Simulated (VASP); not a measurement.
# Cu3P14Pd2Au: single point with PBE

The system is Cu3P14Pd2Au.

```
CELL_PARAMETERS angstrom
6.71935 -0.00028 0.13478
-0.00028 6.47399 -0.07459
0.13478 -0.07459 6.22280
ATOMIC_POSITIONS crystal
P 0.37364 0.14107 0.98950
P 0.79735 0.45461 0.81864
P 0.95080 0.67729 0.44016
P 0.16671 0.99222 0.79031
P 0.08031 0.41328 0.15029
P 0.49645 0.28957 0.66072
P 0.27871 0.13851 0.34798
P 0.88355 0.11881 0.93190
P 0.38754 0.46217 0.40910
P 0.92342 0.03459 0.49215
P 0.71079 0.09065 0.20198
P 0.48238 0.72881 0.60544
P 0.17244 0.61920 0.70039
P 0.11654 0.78776 0.19455
Cu 0.11774 0.30097 0.71035
Cu 0.90477 0.78675 0.94492
Cu 0.41373 0.55975 0.93241
Pd 0.63230 0.98362 0.75420
Pd 0.46397 0.81124 0.26192
Au 0.68629 0.47820 0.20538
```

| Item | Value |
| --- | --- |
| Program | VASP 6.6.1 |
| Task | single point |
| Functional | PBE |
| Potentials or basis | VASP PAW PBE potentials, release 64 (P, Cu, Pd, Au) |
| Cutoff | 400 eV |
| k mesh | 1 × 1 × 1, shifted |
| Occupations | fermi-dirac, width 0.1318 eV |
| Spin | no spin polarisation |
| Dipole correction | no |
| Mended | yes |
| Further INCAR settings | LREAL = Auto; ALGO = Normal; EDIFF = 1e-06; NBANDS = 83; ISYM = -1 |

```
Pressure      : 26.8 GPa
Largest force : 3.443 eV/Å
```

Forces in eV/Å, atoms in the order of the input:
```
P    0.220  0.024  1.323
P    0.335 -0.755 -0.664
P   -1.079 -0.449  2.235
P    0.093 -1.901 -0.853
P   -0.156  0.322  0.779
P    0.814  0.510  0.907
P   -1.140 -0.316 -0.473
P    1.355  2.701 -0.971
P   -0.469  0.172 -1.174
P   -0.158 -0.109 -0.626
P   -0.477 -1.169  3.203
P   -1.346 -0.835  0.631
P   -1.298  2.206 -0.857
P    2.129 -0.213 -1.117
Cu  -0.458  0.731 -0.717
Cu  -0.686 -1.987 -0.509
Cu   0.304 -0.567  0.862
Pd   1.513  0.263  0.002
Pd  -0.479  1.878 -1.567
Au   0.984 -0.506 -0.413
```

Stress tensor (GPa, compression positive):
```
19.91  2.71 -0.99
 2.71 31.54  1.96
-0.99  1.96 28.84
```

Levels at points of the mesh, in eV from the Fermi level:
```csv
k point,band 64,band 65,band 66,band 67,band 68,band 69,band 70,band 71
"(0.25, 0.25, 0.25)",-1.21,-0.63,-0.36,-0.05,0.04,0.40,0.62,0.91
```

It took 42 s on 1 thread of Intel(R) Xeon(R) Platinum 8559C (Emerald Rapids), on a shared host, peak memory 0.27 GiB.

Caveat: the atoms stand as in a frame of molecular dynamics; spin-orbit coupling is left out, which moves the levels of the heavy elements.
